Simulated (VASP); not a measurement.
A run of VASP 6.6.1 is set up as follows.

INCAR

```
SYSTEM = SnO
PREC = Accurate
ENCUT = 520
EDIFF = 1E-6
ISMEAR = 0
SIGMA = 0.05
LREAL = .FALSE.
LASPH = .TRUE.
NELM = 60
ALGO = Normal
ISIF = 2
LWAVE = .FALSE.
LCHARG = .TRUE.
LDIPOL = .TRUE.
IDIPOL = 3
DIPOL = 0.5 0.5 0.403
GGA = PE
IVDW = 12
LELF = .TRUE.
LVHAR = .TRUE.
LVACPOTAV = .TRUE.
NBANDS = 50
```

File KPOINTS:

```
Automatic mesh
0
G
  7 7 1
  0 0 0
```

The input POSCAR:

```
SnO
1.0
    3.8201636883      0.0000000000      0.0000000000
    0.0000000000      3.8201636883      0.0000000000
    0.0000000000      0.0000000000     22.2260802162
Sn O
4 4
Direct
    0.7500000000      0.2500000000      0.2024648501
    0.2500000000      0.7500000000      0.3087831971
    0.5000000000      1.1250000000      0.4977503906
    1.0000000000      0.6250000000      0.6040687375
    0.2500000000      0.2500000000      0.2556240236
    0.7500000000      0.7500000000      0.2556240236
    1.0000000000      1.1250000000      0.5509095640
    0.5000000000      0.6250000000      0.5509095640
```

Potentials or basis: VASP PAW PBE potentials, release 64 (Sn_d, O).

Run with:

```bash
$ cat potpaw_PBE.64/Sn_d/POTCAR potpaw_PBE.64/O/POTCAR > POTCAR
$ mpirun -np 1 vasp_std > vasp.out
```

Problem. What does it give for the dispersion energy per atom?

Solution. -0.155 eV.

Problem. Estimate the largest force.

Solution. 0.155 eV/Å.

Forces in eV/Å, atoms in the order of the input:
```
Sn  -0.003 -0.003 -0.081
Sn  -0.012 -0.012  0.154
Sn   0.012  0.012 -0.154
Sn   0.003  0.003  0.081
O    0.006 -0.013  0.009
O   -0.016  0.005  0.009
O    0.016 -0.005 -0.009
O   -0.006  0.013 -0.009
```

Caveat: the cell differs from its parent crystal (layers slid over each other).
